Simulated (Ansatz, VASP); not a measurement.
**Au in VASP and in Ansatz**

File INCAR:

```
PREC = Accurate
ENCUT = 520
EDIFF = 1E-6
ISMEAR = -1
SIGMA = 0.1
LREAL = False
LASPH = True
NELM = 100
ALGO = Normal
ISIF = 2
LWAVE = False
LCHARG = True
LDIPOL = True
IDIPOL = 3
DIPOL = 0.5 0.5 0.500
GGA = PS
LELF = True
LVHAR = True
LVACPOTAV = True
NBANDS = 36
```

KPOINTS

```
regular mesh
0
Gamma
  13 13 1
```

Contents of POSCAR:

```
Au
1.0
    2.8875034115      0.0000000000      0.0000000000
    0.0000000000      2.8875034115      0.0000000000
    0.0000000000      0.0000000000     24.1671000000
Au
5
Direct
    0.0000000000      0.0000000000      0.3327254370
    0.5000000000      0.5000000000      0.4156039609
    0.0000000000      0.0000000000      0.4999999997
    0.5000000000      0.5000000000      0.5843960390
    0.0000000000      0.0000000000      0.6672745634
```

Input for Ansatz:

```yaml
crystal:
  lattice:
    - [2.8875034115, 0.0, 0.0]
    - [0.0, 2.8875034115, 0.0]
    - [0.0, 0.0, 24.1671]
  atoms:
    - { symbol: Au, position: [0.0, 0.0, 0.332725437] }
    - { symbol: Au, position: [0.5, 0.5, 0.4156039609] }
    - { symbol: Au, position: [0.0, 0.0, 0.4999999997] }
    - { symbol: Au, position: [0.5, 0.5, 0.584396039] }
    - { symbol: Au, position: [0.0, 0.0, 0.6672745634] }
  periodic: [true, true, false]
kpoints:
  mp_grid: { grid: [13, 13, 1] }
scf:
  occupations: { method: fermi_dirac, width: 0.1 }
hamiltonian:
  xc: pbesol
  pseudopotentials: { kind: paw }
output:
  forces: true
  stress: true
  eigenvalues: true
```

Alike in both runs: task single point; functional PBEsol; k mesh 13 × 13 × 1; occupations fermi-dirac, width 0.1 eV; no spin polarisation.

|  | VASP | Ansatz |
| --- | --- | --- |
| version | VASP 6.6.1 | Ansatz 0.2.0 |
| potentials or method | VASP PAW PBE potentials, release 64 (Au) | PAW with Ansatz's default frozen-core files, scalar-relativistic |
| plane-wave cutoff (eV) | 520 | 420 |
| valence electrons in the cell | 55 | 95 |

VASP gave:

- rms of the force components (eV/Å): 0.004

Question: What did Ansatz give for the same quantities?

Answer: rms of the force components (eV/Å): 0.001.

VASP's potentials were made for PBE, not for PBEsol. Atom by atom the forces differ by 0.003 eV/Å (rms over components). VASP's potentials hold 55 valence electrons a cell and Ansatz's 95, so a difference there can come from the potentials and not from the codes. Ansatz's warnings: slab cell height set.

Neither program's run includes spin-orbit coupling.
